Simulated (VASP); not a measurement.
# Nb (Pm-3n) in VASP: notebook

Nb is run at these levels: BLYP; tasks: single point, relaxation of cell and atoms.

Everything below comes from runs of VASP 6.6.1. Logs are shortened: lines on timing, memory, paths and dates and some standing lists are left out, and cuts for length are marked.

## Step 1: The cell of the first run

It takes space group Pm-3n (No. 223, cubic). The conventional cell has a = 5.364 Å, b = 5.364 Å, c = 5.364 Å, α = 90.00°, β = 90.00°, γ = 90.00°. Within 3.9 Å of Nb (site symmetry m-3) lie 12 Nb at 3.00 Å. Nb (site symmetry -4m2) has 14 Nb at 2.68 to 3.28 Å within 3.5 Å.

## Step 2: Single point, BLYP

Input file INCAR:

```
  PREC = Accurate
  ENCUT = 520
  EDIFF = 1E-6
  ISMEAR = -1
  SIGMA = 0.1
  LREAL = False
  LASPH = True
  NELM = 60
  ALGO = Normal
  ISIF = 2
  LWAVE = False
  LCHARG = True
  GGA = B5
  ALDAX = 1.0
  AGGAX = 1.0
  AGGAC = 1.0
  ALDAC = 0.0
  LELF = True
  LVHAR = True
  NBANDS = 62
```

Input file KPOINTS:

```
Automatic mesh
0
Gamma
  5 5 5
```

Input file POSCAR:

```
Nb
1.0
    5.3636723262      0.0000000000      0.0000000000
    0.0000000000      5.3636723262      0.0000000000
    0.0000000000      0.0000000000      5.3636723262
Nb
8
Direct
    0.0000000000      1.0000000000      1.0000000000
    0.5000000000      0.5000000000      0.5000000000
    0.2500000000      1.0000000000      0.5000000000
    0.7500000000      1.0000000000      0.5000000000
    0.5000000000      0.2500000000      1.0000000000
    0.5000000000      0.7500000000      0.0000000000
    1.0000000000      0.5000000000      0.2500000000
    1.0000000000      0.5000000000      0.7500000000
```

Potentials or basis: VASP PAW PBE potentials, release 64 (Nb_sv).

Launch:

```sh
cat potpaw_PBE.64/Nb_sv/POTCAR > POTCAR
mpirun -np 1 vasp_std > vasp.out
```

OUTCAR:

```text
PREC = Accurate
   ENCUT = 520
   EDIFF = 1E-6
   ISMEAR = -1
   LREAL = False
   LASPH = True
   NELM = 60
   ISIF = 2
   GGA = B5

 ion  position               nearest neighbor table
   1  0.000  0.000  0.000-   3 3.00   4 3.00   5 3.00   6 3.00   7 3.00   8 3.00   3 3.00   4 3.00
                             7 3.00   8 3.00   5 3.00   6 3.00
   2  0.500  0.500  0.500-   3 3.00   4 3.00   5 3.00   6 3.00   7 3.00   8 3.00   5 3.00   6 3.00
                             3 3.00   4 3.00   7 3.00   8 3.00
   3  0.250  0.000  0.500-   4 2.68   4 2.68   1 3.00   1 3.00   2 3.00   2 3.00
   4  0.750  0.000  0.500-   3 2.68   3 2.68   1 3.00   1 3.00   2 3.00   2 3.00
   5  0.500  0.250  0.000-   6 2.68   6 2.68   1 3.00   2 3.00   2 3.00   1 3.00
   6  0.500  0.750  0.000-   5 2.68   5 2.68   1 3.00   2 3.00   2 3.00   1 3.00
   7  0.000  0.500  0.250-   8 2.68   8 2.68   1 3.00   2 3.00   1 3.00   2 3.00
   8  0.000  0.500  0.750-   7 2.68   7 2.68   1 3.00   2 3.00   1 3.00   2 3.00

  LATTYP: Found a simple cubic cell.
 ALAT       =     5.3636723262

  Lattice vectors:

 A1 = (   5.3636723262,   0.0000000000,   0.0000000000)
 A2 = (   0.0000000000,   5.3636723262,   0.0000000000)
 A3 = (   0.0000000000,   0.0000000000,   5.3636723262)

Analysis of symmetry for initial positions (statically):
=====================================================================
 Subroutine PRICEL returns:
 Original cell was already a primitive cell.

 Routine SETGRP: Setting up the symmetry group for a
 simple cubic supercell.

 Subroutine GETGRP returns: Found 48 space group operations
 (whereof 24 operations were pure point group operations)
 out of a pool of 48 trial point group operations.

The static configuration has the point symmetry T_h .
 The point group associated with its full space group is O_h .

Analysis of symmetry for dynamics (positions and initial velocities):
=====================================================================
 Subroutine PRICEL returns:
 Original cell was already a primitive cell.

 Routine SETGRP: Setting up the symmetry group for a
 simple cubic supercell.

 Subroutine GETGRP returns: Found 48 space group operations
 (whereof 24 operations were pure point group operations)
 out of a pool of 48 trial point group operations.

The dynamic configuration has the point symmetry T_h .
 The point group associated with its full space group is O_h .

 Subroutine INISYM returns: Found 48 space group operations
 (whereof 24 operations are pure point group operations),
 and found     1 'primitive' translations

----------------------------------------------------------------------------------------

                                     Primitive cell

  volume of cell :     154.3074

  direct lattice vectors                    reciprocal lattice vectors
     5.363672326  0.000000000  0.000000000     0.186439428  0.000000000  0.000000000
     0.000000000  5.363672326  0.000000000     0.000000000  0.186439428  0.000000000
     0.000000000  0.000000000  5.363672326     0.000000000  0.000000000  0.186439428

  length of vectors
     5.363672326  5.363672326  5.363672326     0.186439428  0.186439428  0.186439428

  position of ions in fractional coordinates (direct lattice)
     0.000000000  0.000000000  0.000000000
     0.500000000  0.500000000  0.500000000
     0.250000000  0.000000000  0.500000000
     0.750000000  0.000000000  0.500000000
     0.500000000  0.250000000  0.000000000
     0.500000000  0.750000000  0.000000000
     0.000000000  0.500000000  0.250000000
     0.000000000  0.500000000  0.750000000

  ion indices of the primitive-cell ions
   primitive index   ion index
                 1           1
                 2           2
                 3           3
                 4           4
                 5           5
                 6           6
                 7           7
                 8           8

----------------------------------------------------------------------------------------

 KPOINTS: Automatic mesh

Automatic generation of k-mesh.
 Grid dimensions read from file:
 generate k-points for:    5    5    5

 Generating k-lattice:

  Cartesian coordinates                     Fractional coordinates (reciprocal lattice)
     0.037287886  0.000000000  0.000000000     0.200000000  0.000000000  0.000000000
     0.000000000  0.037287886  0.000000000     0.000000000  0.200000000  0.000000000
     0.000000000  0.000000000  0.037287886     0.000000000  0.000000000  0.200000000

  Length of vectors
     0.037287886  0.037287886  0.037287886

  Shift w.r.t. Gamma in fractional coordinates (k-lattice)
     0.000000000  0.000000000  0.000000000

 Subroutine IBZKPT returns following result:
 ===========================================

 Found     10 irreducible k-points:

 Following reciprocal coordinates:
            Coordinates               Weight
  0.000000  0.000000  0.000000      1.000000
  0.200000  0.000000  0.000000      6.000000
  0.400000  0.000000  0.000000      6.000000
  0.200000  0.200000  0.000000     12.000000
  0.400000  0.200000  0.000000     24.000000
  0.400000  0.400000  0.000000     12.000000
  0.200000  0.200000  0.200000      8.000000
  0.400000  0.200000  0.200000     24.000000
  0.400000  0.400000  0.200000     24.000000
  0.400000  0.400000  0.400000      8.000000
   k-points           NKPTS =     10   k-points in BZ     NKDIM =     10   number of bands    NBANDS=     62
   number of dos      NEDOS =    301   number of ions     NIONS =      8
   total plane-waves  NPLWV =  64000
   dimension x,y,z NGX =    40 NGY =   40 NGZ =   40
   dimension x,y,z NGXF=    80 NGYF=   80 NGZF=   80
   ions per type =               8
   NGX,Y,Z   is equivalent  to a cutoff of  12.40, 12.40, 12.40 a.u.
   NGXF,Y,Z  is equivalent  to a cutoff of  24.80, 24.80, 24.80 a.u.
 SYSTEM =  unknown system
   PREC   = accura    normal or accurate (medium, high low for compatibility)
   ISTART =      0    job   : 0-new  1-cont  2-samecut
   ICHARG =      2    charge: 1-file 2-atom 10-const
   ISPIN  =      1    spin polarized calculation?
   LNONCOLLINEAR =      F non collinear calculations
   LSORBIT =      F    spin-orbit coupling
   LASPH  =      T    aspherical Exc in radial PAW
   ENCUT  =  520.0 eV  38.22 Ry    6.18 a.u.   9.97  9.97  9.97*2*pi/ulx,y,z
   NELM   =     60;   NELMIN=  2; NELMDL= -5     # of ELM steps
   EDIFF  = 0.1E-05   stopping-criterion for ELM
   LREAL  =      F    real-space projection
   EDIFFG = 0.1E-04   stopping-criterion for IOM
   NSW    =      0    number of steps for IOM
   IBRION =     -1    ionic relax: 0-MD 1-quasi-New 2-CG
   NFREE  =      0    steps in history (QN), initial steepest desc. (CG)
   ISIF   =      2    stress and relaxation
   ISYM   =      2    0-nonsym 1-usesym 2-fastsym
   POTIM  = 0.5000    time-step for ionic-motion
   TEBEG  =    0.0;   TEEND  =   0.0 temperature during run
   PSTRESS=    0.0 pullay stress
   NELECT =     104.0000    total number of electrons
   NUPDOWN=      -1.0000    fix difference up-down
   EMIN   =  10.00;   EMAX   =-10.00  energy-range for DOS
   EFERMI =   0.00;   METHOD = LEGACY
   ISMEAR =    -1;   SIGMA  =   0.10  broadening in eV -4-tet -1-fermi 0-gaus
   EFERMI_NEDOS =   21; number of points for ismear=-14 and -15
   IALGO  =     38    algorithm
   IMIX   =      4    mixing-type and parameters
     AMIX     =   0.40;   BMIX     =  1.00
     AMIX_MAG =   1.60;   BMIX_MAG =  1.00
  volume/ion in A,a.u.               =      19.29       130.16
  Fermi-wavevector in a.u.,A,eV,Ry     =   1.435347  2.712413 28.031026  2.060222
  Thomas-Fermi vector in A             =   2.554656
   LORBIT       =      0    0 simple, 1 ext, 2 COOP (PROOUT), +10 PAW based schemes
   GGA     = B5    functional components
   LHFCALC =     F    Hartree Fock is set to
   AEXX    =    0.0000 exact exchange contribution
   IVDW    =     0    specifies the selected vdW correction
   LEPSILON=     F    determine dielectric tensor
   LRPA    =     F    only Hartree local field effects (RPA)
 non-spin polarized calculation
  energy-cutoff  :      520.00
  volume of cell :      154.31
 maximum number of plane-waves:      4176
 NGX is ok and might be reduce to    40
   NGX = 19   NGY = 19   NGZ = 19

 number of electron     103.9999988 magnetization

 Free energy of the ion-electron system (eV)
  ---------------------------------------------------
  ext. energy  EPLUGINS =         0.00000000
  ---------------------------------------------------
  free energy    TOTEN  =       -70.26851916 eV

  energy without entropy =      -69.86209350  energy(sigma->0) =      -70.06530633

 E-fermi :  10.8678     XC(G=0): -11.5364

 val. band max:       10.8572206105   @ k =   0.4000   0.4000   0.2000
 cond. band min:      10.8878461285   @ k =   0.4000   0.0000   0.0000
 fundamental gap:      0.0306255180
 Fermi energy:        10.8678417267

 k-point     1 :       0.0000    0.0000    0.0000
  band No.  band energies     occupation
      1     -43.6182      2.00000
      2     -43.5067      2.00000
      3     -43.5067      2.00000
      4     -43.4079      2.00000
      5     -43.3549      2.00000
      6     -43.3155      2.00000
[... 54 lines left out ...]
     61      13.1898      0.00000
     62      13.2400      0.00000

 k-point     2 :       0.2000    0.0000    0.0000
  band No.  band energies     occupation
      1     -43.6038      2.00000
      2     -43.5119      2.00000
      3     -43.4935      2.00000
      4     -43.4116      2.00000
      5     -43.3594      2.00000
      6     -43.3311      2.00000
[... 54 lines left out ...]
     61      13.0893      0.00000
     62      13.3623      0.00000

 k-point     3 :       0.4000    0.0000    0.0000
  band No.  band energies     occupation
      1     -43.5687      2.00000
      2     -43.5325      2.00000
      3     -43.4587      2.00000
      4     -43.4243      2.00000
      5     -43.3678      2.00000
      6     -43.3613      2.00000
[... 54 lines left out ...]
     61      12.9574      0.00000
     62      13.3251      0.00000

 k-point     4 :       0.2000    0.2000    0.0000
  band No.  band energies     occupation
      1     -43.5895      2.00000
      2     -43.5060      2.00000
      3     -43.4901      2.00000
      4     -43.4142      2.00000
      5     -43.3642      2.00000
      6     -43.3372      2.00000
[... 54 lines left out ...]
     61      12.9308      0.00000
     62      13.0454      0.00000

 k-point     5 :       0.4000    0.2000    0.0000
  band No.  band energies     occupation
      1     -43.5560      2.00000
      2     -43.5199      2.00000
      3     -43.4592      2.00000
      4     -43.4224      2.00000
      5     -43.3767      2.00000
      6     -43.3647      2.00000
[... 54 lines left out ...]
     61      13.0093      0.00000
     62      13.2626      0.00000

 k-point     6 :       0.4000    0.4000    0.0000
  band No.  band energies     occupation
      1     -43.5339      2.00000
      2     -43.4874      2.00000
      3     -43.4626      2.00000
      4     -43.4108      2.00000
      5     -43.4101      2.00000
      6     -43.3682      2.00000
[... 54 lines left out ...]
     61      13.1715      0.00000
     62      13.4087      0.00000

 k-point     7 :       0.2000    0.2000    0.2000
  band No.  band energies     occupation
      1     -43.5752      2.00000
      2     -43.4928      2.00000
      3     -43.4928      2.00000
      4     -43.4165      2.00000
      5     -43.3684      2.00000
      6     -43.3373      2.00000
[... 54 lines left out ...]
     61      13.0766      0.00000
     62      13.1234      0.00000

 k-point     8 :       0.4000    0.2000    0.2000
  band No.  band energies     occupation
      1     -43.5415      2.00000
      2     -43.5089      2.00000
      3     -43.4570      2.00000
      4     -43.4232      2.00000
      5     -43.3785      2.00000
      6     -43.3722      2.00000
[... 54 lines left out ...]
     61      12.9627      0.00000
     62      13.0209      0.00000

 k-point     9 :       0.4000    0.4000    0.2000
  band No.  band energies     occupation
      1     -43.5154      2.00000
      2     -43.4791      2.00000
      3     -43.4566      2.00000
      4     -43.4152      2.00000
      5     -43.4058      2.00000
      6     -43.3760      2.00000
[... 54 lines left out ...]
     61      13.3559      0.00000
     62      13.6299      0.00000

 k-point    10 :       0.4000    0.4000    0.4000
  band No.  band energies     occupation
      1     -43.4739      2.00000
      2     -43.4514      2.00000
      3     -43.4514      2.00000
      4     -43.4193      2.00000
      5     -43.3975      2.00000
      6     -43.3915      2.00000
[... 54 lines left out ...]
     61      13.6141      0.00000
     62      13.6889      0.00000

------------------------ aborting loop because EDIFF is reached ----------------------------------------

  FORCE on cell =-STRESS in cart. coord.  units (eV):
  Direction    XX          YY          ZZ          XY          YZ          ZX
  --------------------------------------------------------------------------------------
  -------------------------------------------------------------------------------------
  Total       -0.0601907     -0.0601907     -0.0601907      0.0000000      0.0000000      0.0000000
  in kB       -0.6249616     -0.6249616     -0.6249616      0.0000000      0.0000000      0.0000000
  external PRESSURE =      -0.6249616 kB  Pullay stress =       0.0000000 kB

 VOLUME and BASIS-vectors are now :
 -----------------------------------------------------------------------------
  energy-cutoff  :      520.00
  volume of cell :      154.31
      direct lattice vectors                 reciprocal lattice vectors
     5.363672326  0.000000000  0.000000000     0.186439428  0.000000000  0.000000000
     0.000000000  5.363672326  0.000000000     0.000000000  0.186439428  0.000000000
     0.000000000  0.000000000  5.363672326     0.000000000  0.000000000  0.186439428

 POSITION                                       TOTAL-FORCE (eV/Angst)
 -----------------------------------------------------------------------------------
      0.00000      0.00000      0.00000        -0.000000     -0.000000     -0.000000
      2.68184      2.68184      2.68184        -0.000000     -0.000000     -0.000000
      1.34092      0.00000      2.68184         0.000000      0.000000      0.000000
      4.02275      0.00000      2.68184        -0.000000     -0.000000      0.000000
      2.68184      1.34092      0.00000         0.000000      0.000000      0.000000
      2.68184      4.02275      0.00000         0.000000     -0.000000      0.000000
      0.00000      2.68184      1.34092         0.000000      0.000000     -0.000000
      0.00000      2.68184      4.02275        -0.000000     -0.000000     -0.000000
 -----------------------------------------------------------------------------------
    total drift:                                0.000000     -0.000000      0.000000

  FREE ENERGIE OF THE ION-ELECTRON SYSTEM (eV)
  ---------------------------------------------------
  free  energy   TOTEN  =       -70.2685191607 eV

  energy  without entropy=      -69.8620934980  energy(sigma->0) =      -70.06530633
```

Wall time 3.5 min (1 thread of Intel Xeon 8259CL, shared host); peak memory 0.27 GiB.

What came out:

| Property | Result |
| --- | --- |
| Free energy | -70.2685 eV |
| Pressure | -0.1 GPa |
| Band gap on the k mesh | zero (bands 52 and 53 overlap by 0.38 eV) |

Caveat: the PAW data sets were made with another functional, which shifts forces and pressure a little.

(Part 1 of 2 ends here.)
